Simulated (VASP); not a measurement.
The system is Ni.

```
Ni
1.0
     0.00000    1.71044    1.71044
     1.71044    0.00000    1.71044
     1.71044    1.71044    0.00000
Ni
1
Direct
  0.00000 0.00000 0.00000
```

Base run:

```yaml
Program: VASP 6.6.1
Functional: LDA
Potentials_or_basis: VASP PAW LDA potentials, release 64 (Ni)
Cutoff: 520 eV
k_mesh: 16 × 16 × 16
Occupations: fermi-dirac, width 0.1 eV
Spin: no spin polarisation
```

Its results: band gap on the k mesh zero (band 5 reaches 10.32 eV, above the bottom of band 6 at 9.24 eV); pressure 0.1 GPa.

Problem. The run is repeated on the same cell with these changes: cutoff from 520 eV to 600 eV; k mesh from 16 × 16 × 16 to 3 × 3 × 3. What comes out?

Solution. Band gap on the k mesh zero (band 5 reaches 9.42 eV, above the bottom of band 6 at 8.90 eV); pressure 10.9 GPa.

Caveats: some runs use coarse meshes; the run has no spin polarisation, though such a crystal can be magnetic.
